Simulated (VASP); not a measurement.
Crystal: GaCo.

```xyz
2
Lattice="2.9624 0.0000 0.0000 -1.4812 2.5655 0.0000 0.0000 0.0000 2.8893" Properties=species:S:1:pos:R:3 pbc="T T T"
Ga    0.0000    0.0000    0.0000
Co    1.4812    0.8552    1.4447
```

| Quantity | Value |
| --- | --- |
| Program | VASP 6.6.1 |
| Task | relaxation of cell and atoms |
| Functional | PBE |
| Potentials or basis | VASP PAW PBE potentials, release 64 (Ga_d, Co) |
| Cutoff | 600 eV |
| k mesh | 6 × 6 × 6 |
| Occupations | gaussian, width 0.1 eV |
| Spin | collinear spin, ferromagnetic start |
| Starting moments | [0.0, 0.33] μB |

At the start: pressure 48.9 GPa; volume 10.98 Å³/atom.

Task: Where does the relaxation end?

Result: Over 13 steps the energy falls by 470.7 meV/atom and the volume is 12.53 Å³/atom (+14.1 %); space group P-6m2 (No. 187, to 0.05 Å); moment 0.00 μB per cell.

Step by step:
```csv
step,energy change (eV),largest force (eV/Å),pressure (GPa),volume (Å³)
1,0.0000,0.0000,48.95,21.96
2,-0.1040,0.0000,-19.68,34.40
3,-0.6648,0.0000,-1.77,27.32
4,-0.6654,0.0000,-1.07,27.19
5,-0.6654,0.0000,-0.49,27.08
6,-0.6991,0.0000,-0.90,26.96
7,-0.8088,0.0000,-1.71,26.46
8,-0.9383,0.0000,-0.04,25.02
9,-0.9347,0.0000,-0.97,25.43
10,-0.9413,0.0000,-0.63,25.21
11,-0.9412,0.0000,-0.64,25.16
12,-0.9380,0.0000,2.74,24.72
13,-0.9414,0.0000,0.05,25.06
```

Final structure:
```
Ga Co
1.0
     2.76901    0.00000    0.00000
    -1.38450    2.39803    0.00000
     0.00000    0.00000    3.77437
Ga Co
1 1
Direct
  0.00000 0.00000 0.00000
  0.66667 0.33333 0.50000
```

Caveat: the k points lie up to 0.44 Å⁻¹ apart in the final cell.
